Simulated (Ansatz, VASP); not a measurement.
InP: VASP beside Ansatz

The input INCAR:

```
SYSTEM = InP
ALGO     = Normal         ! electronic algorithm
EDIFF    = 1E-6           ! SCF threshold, eV
ENCUT    = 520            ! plane-wave cutoff, eV
GGA      = PE             ! functional
ISIF     = 2              ! what is computed and relaxed
ISMEAR   = -1             ! smearing method
LASPH    = .TRUE.         ! aspherical terms in the spheres
LCHARG   = .FALSE.        ! write CHGCAR
LREAL    = .FALSE.        ! projectors in reciprocal space
LWAVE    = .FALSE.        ! write WAVECAR
NBANDS   = 16             ! bands
NELM     = 80             ! most SCF steps
PREC     = Accurate       ! precision mode
SIGMA    = 0.05           ! smearing width, eV
```

The input KPOINTS:

```
k-points
0
G
  8 8 8
  0 0 0
```

Contents of POSCAR:

```
InP
1.0
    0.0000000000      2.8052702047      2.8052702047
    2.8052702047      0.0000000000      2.8052702047
    2.8052702047      2.8052702047      0.0000000000
In P
1 1
Direct
    0.0000000000      0.0000000000      0.0000000000
    0.5000000000      0.5000000000      0.5000000000
```

File input.yaml:

```yaml
crystal:
  lattice:
    - [0.0, 2.8052702047, 2.8052702047]
    - [2.8052702047, 0.0, 2.8052702047]
    - [2.8052702047, 2.8052702047, 0.0]
  atoms:
    - { symbol: In, position: [0.0, 0.0, 0.0] }
    - { symbol: P, position: [0.5, 0.5, 0.5] }
kpoints:
  mp_grid: { grid: [8, 8, 8] }
scf:
  occupations: { method: fermi_dirac, width: 0.05 }
hamiltonian:
  xc: pbe
  pseudopotentials: { kind: all_electron, lapw: { basis_error: 0.0005 } }
output:
  forces: true
  stress: true
  eigenvalues: true
```

Change from the starting cell: volume scaled by 1.04.

Alike in both runs: task single point; functional PBE; k mesh 8 × 8 × 8; occupations fermi-dirac, width 0.05 eV; no spin polarisation.

|  | VASP | Ansatz |
| --- | --- | --- |
| version | VASP 6.6.1 | Ansatz 0.2.0 |
| potentials or method | VASP PAW PBE potentials, release 64 (In_d, P), cutoff 520 eV | all-electron LAPW, scalar-relativistic |

Ansatz gave:

- gap on the k mesh at the Fermi level (eV): none
- pressure (GPa): -2.6

Q: What did VASP give for the same quantities?

A: gap on the k mesh at the Fermi level (eV): none; pressure (GPa): -2.7.

A gap of «none» marks a metal or a gap that the smearing closes. Ansatz ran all-electron here, and VASP with PAW potentials.
